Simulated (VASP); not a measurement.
# Pd in VASP: further runs

The runs below take Pd through single point, with PBE.

All numbers are computed with VASP 6.6.1; they aren't measurements. Logs are shortened: lines on timing, memory, paths and dates and some standing lists are left out, and cuts for length are marked.

## (1) The cell of the first run

The cell holds a slab with vacuum, 3 atoms: a = 2.789 Å, b = 2.789 Å, c = 19.944 Å, α = 90.00°, β = 90.00°, γ = 90.00°.

## (2) Single point, PBE

File INCAR:

```
PREC = Accurate
ENCUT = 400
EDIFF = 1E-6
ISMEAR = -1
SIGMA = 0.05
LREAL = F
LASPH = T
NELM = 120
ALGO = Normal
ISIF = 2
LWAVE = F
LCHARG = F
LDIPOL = T
IDIPOL = 3
DIPOL = 0.5 0.5 0.500
GGA = PE
NBANDS = 22
GGA_COMPAT = F
NELMDL = -8
```

File KPOINTS:

```
Automatic mesh
0
Gamma
  12 12 1
```

File POSCAR:

```
Pd
1.0
    2.7888697467      0.0000000000      0.0000000000
    0.0000000000      2.7888697467      0.0000000000
    0.0000000000      0.0000000000     19.9441000000
Pd
3
Direct
    0.0000000000      0.0000000000      0.4027983877
    0.5000000000      0.5000000000      0.4999999981
    0.0000000000      0.0000000000      0.5972016142
```

Potentials or basis: VASP PAW PBE potentials, release 64 (Pd).

Run with:

```
cat potpaw_PBE.64/Pd/POTCAR > POTCAR
mpirun -np 1 vasp_std > vasp.out
```

OUTCAR:

```text
PREC = Accurate
   ENCUT = 400
   EDIFF = 1E-6
   ISMEAR = -1
   LREAL = F
   LASPH = T
   NELM = 120
   ISIF = 2
   GGA = PE
   NELMDL = -8

 ion  position               nearest neighbor table
   1  0.000  0.000  0.403-   2 2.77   2 2.77   2 2.77   2 2.77
   2  0.500  0.500  0.500-   1 2.77   1 2.77   1 2.77   1 2.77   3 2.77   3 2.77   3 2.77   3 2.77

   3  0.000  0.000  0.597-   2 2.77   2 2.77   2 2.77   2 2.77

  LATTYP: Found a simple tetragonal cell.
 ALAT       =     2.7888697467
 C/A-ratio  =     7.1513200011

  Lattice vectors:

 A1 = (   2.7888697467,   0.0000000000,   0.0000000000)
 A2 = (   0.0000000000,   2.7888697467,   0.0000000000)
 A3 = (   0.0000000000,   0.0000000000,  19.9441000000)

Analysis of symmetry for initial positions (statically):
=====================================================================
 Subroutine PRICEL returns:
 Original cell was already a primitive cell.

 Routine SETGRP: Setting up the symmetry group for a
 simple tetragonal supercell.

 Subroutine GETGRP returns: Found 16 space group operations
 (whereof 16 operations were pure point group operations)
 out of a pool of 16 trial point group operations.

The static configuration has the point symmetry D_4h.

Analysis of symmetry for dynamics (positions and initial velocities):
=====================================================================
 Subroutine PRICEL returns:
 Original cell was already a primitive cell.

 Routine SETGRP: Setting up the symmetry group for a
 simple tetragonal supercell.

 Subroutine GETGRP returns: Found 16 space group operations
 (whereof 16 operations were pure point group operations)
 out of a pool of 16 trial point group operations.

The dynamic configuration has the point symmetry D_4h.

 Subroutine INISYM returns: Found 16 space group operations
 (whereof 16 operations are pure point group operations),
 and found     1 'primitive' translations

----------------------------------------------------------------------------------------

                                     Primitive cell

  volume of cell :     155.1211

  direct lattice vectors                    reciprocal lattice vectors
     2.788869747  0.000000000  0.000000000     0.358568198  0.000000000  0.000000000
     0.000000000  2.788869747  0.000000000     0.000000000  0.358568198  0.000000000
     0.000000000  0.000000000 19.944100000     0.000000000  0.000000000  0.050140142

  length of vectors
     2.788869747  2.788869747 19.944100000     0.358568198  0.358568198  0.050140142

  position of ions in fractional coordinates (direct lattice)
[... 86 lines left out ...]
   NFREE  =      0    steps in history (QN), initial steepest desc. (CG)
   ISIF   =      2    stress and relaxation
   ISYM   =      2    0-nonsym 1-usesym 2-fastsym
   POTIM  = 0.5000    time-step for ionic-motion
   TEBEG  =    0.0;   TEEND  =   0.0 temperature during run
   PSTRESS=    0.0 pullay stress
   NELECT =      30.0000    total number of electrons
   NUPDOWN=      -1.0000    fix difference up-down
   EMIN   =  10.00;   EMAX   =-10.00  energy-range for DOS
   EFERMI =   0.00;   METHOD = LEGACY
   ISMEAR =    -1;   SIGMA  =   0.05  broadening in eV -4-tet -1-fermi 0-gaus
   EFERMI_NEDOS =   21; number of points for ismear=-14 and -15
   IALGO  =     38    algorithm
   IMIX   =      4    mixing-type and parameters
     AMIX     =   0.40;   BMIX     =  1.00
     AMIX_MAG =   1.60;   BMIX_MAG =  1.00
  volume/ion in A,a.u.               =      51.71       348.94
  Fermi-wavevector in a.u.,A,eV,Ry     =   0.946727  1.789055 12.194804  0.896293
  Thomas-Fermi vector in A             =   2.074753
   LORBIT       =      0    0 simple, 1 ext, 2 COOP (PROOUT), +10 PAW based schemes
   GGA     = PE    functional components
   LHFCALC =     F    Hartree Fock is set to
   AEXX    =    0.0000 exact exchange contribution
   IVDW    =     0    specifies the selected vdW correction
   LEPSILON=     F    determine dielectric tensor
   LRPA    =     F    only Hartree local field effects (RPA)
 non-spin polarized calculation
  energy-cutoff  :      400.00
  volume of cell :      155.12
 maximum number of plane-waves:      2865
   NGX =  9   NGY =  9   NGZ = 65

 number of electron      30.0000007 magnetization

 dipolmoment           0.000000      0.000000      0.000000 electrons x Angstroem

 Free energy of the ion-electron system (eV)
  ---------------------------------------------------
  ext. energy  EPLUGINS =         0.00000000
  ---------------------------------------------------
  free energy    TOTEN  =       -14.19313837 eV

  energy without entropy =      -14.13013222  energy(sigma->0) =      -14.16163530

 E-fermi :  -0.8609     XC(G=0):  -4.7254

 val. band max:       -0.8617624284   @ k =   0.1667   0.1667   0.0000
 cond. band min:      -0.8509018063   @ k =   0.5000   0.1667   0.0000
 fundamental gap:      0.0108606221
 Fermi energy:        -0.8608742842

 k-point     1 :       0.0000    0.0000    0.0000
  band No.  band energies     occupation
      1      -6.7622      2.00000
      2      -5.4084      2.00000
      3      -5.2876      2.00000
      4      -5.0211      2.00000
      5      -4.3799      2.00000
      6      -3.6407      2.00000
[... 589 lines left out ...]
     21       8.5808      0.00000
     22       9.4618      0.00000

 [... further k-points ...]

------------------------ aborting loop because EDIFF is reached ----------------------------------------

 vacuum level on the upper side and lower side of the slab       (xc-potential included)        -0.132        -0.132

  FORCE on cell =-STRESS in cart. coord.  units (eV):
  Direction    XX          YY          ZZ          XY          YZ          ZX
  --------------------------------------------------------------------------------------
  -------------------------------------------------------------------------------------
  Total       -2.1469658     -2.1469658     -0.2108964      0.0000000     -0.0000000      0.0000000
  in kB      -22.1750598    -22.1750598     -2.1782559      0.0000000     -0.0000000      0.0000000
  external PRESSURE =     -15.5094585 kB  Pullay stress =       0.0000000 kB

 VOLUME and BASIS-vectors are now :
 -----------------------------------------------------------------------------
  energy-cutoff  :      400.00
  volume of cell :      155.12
      direct lattice vectors                 reciprocal lattice vectors
     2.788869747  0.000000000  0.000000000     0.358568198  0.000000000  0.000000000
     0.000000000  2.788869747  0.000000000     0.000000000  0.358568198  0.000000000
     0.000000000  0.000000000 19.944100000     0.000000000  0.000000000  0.050140142

 POSITION                                       TOTAL-FORCE (eV/Angst)
 -----------------------------------------------------------------------------------
      0.00000      0.00000      8.03345         0.000000     -0.000000      0.013883
      1.39443      1.39443      9.97205        -0.000000      0.000000      0.000000
      0.00000      0.00000     11.91065        -0.000000     -0.000000     -0.013883
 -----------------------------------------------------------------------------------
    total drift:                                0.000000      0.000000      0.000002

  FREE ENERGIE OF THE ION-ELECTRON SYSTEM (eV)
  ---------------------------------------------------
  free  energy   TOTEN  =       -14.1931383739 eV

  energy  without entropy=      -14.1301322173  energy(sigma->0) =      -14.16163530

 vacuum level on the upper side and lower side of the slab         4.147         4.147
```

Run time: 2.1 min. Hardware: 1 thread of Intel Xeon Platinum 8488C (Sapphire Rapids), shared host; peak memory 0.22 GiB.

What came out:

* Free energy: -14.1931 eV
* Largest force: 0.014 eV/Å
* Band gap on the k mesh: zero (band 15 reaches -0.32 eV, above the bottom of band 16 at -1.03 eV)

Forces in eV/Å, atoms in the order of the input:
```
Pd   0.000  0.000  0.014
Pd   0.000  0.000  0.000
Pd   0.000  0.000 -0.014
```

## (3) Single point, PBE

File INCAR:

```
SYSTEM = Pd
ALGO = Normal
DIPOL = 0.5 0.5 0.500
EDIFF = 1E-6
ENCUT = 400
GGA = PE
GGA_COMPAT = .False.
IDIPOL = 3
ISIF = 2
ISMEAR = -1
LASPH = .True.
LCHARG = .False.
LDIPOL = .True.
LREAL = .False.
LWAVE = .False.
NBANDS = 22
NELM = 120
NELMDL = -8
PREC = Accurate
SIGMA = 0.05
```

File KPOINTS:

```
k-points
0
Gamma
  12 12 1
  0 0 0
```

POSCAR is that of step 2.

Potentials or basis: VASP PAW PBE potentials, release 64 (Pd).

Run with:

```
cat potpaw_PBE.64/Pd/POTCAR > POTCAR
mpirun -np 1 vasp_std > vasp.out
```

Wall time 1.9 min (1 thread of Intel Xeon Platinum 8488C (Sapphire Rapids), shared host); peak memory 0.22 GiB.

Results (log left out):

```yaml
Free_energy: -14.1931 eV
Largest_force: 0.014 eV/Å
Band_gap_on_the_k_mesh: zero (band 15 reaches -0.32 eV, above the bottom of band 16 at -1.03 eV)
```

Forces on the atoms (eV/Å):
```
Pd   0.000  0.000  0.014
Pd   0.000  0.000  0.000
Pd   0.000  0.000 -0.014
```

Levels at points of the mesh, in eV from the Fermi level:
```csv
k point,band 13,band 14,band 15,band 16,band 17,band 18
"(0.00, 0.00, 0.00)",-0.89,-0.31,0.01,0.06,0.06,0.69
"(0.50, 0.00, 0.00)",-0.28,-0.25,-0.03,1.81,2.21,2.33
"(0.50, 0.50, 0.00)",0.30,0.54,0.54,4.77,4.77,7.86
```
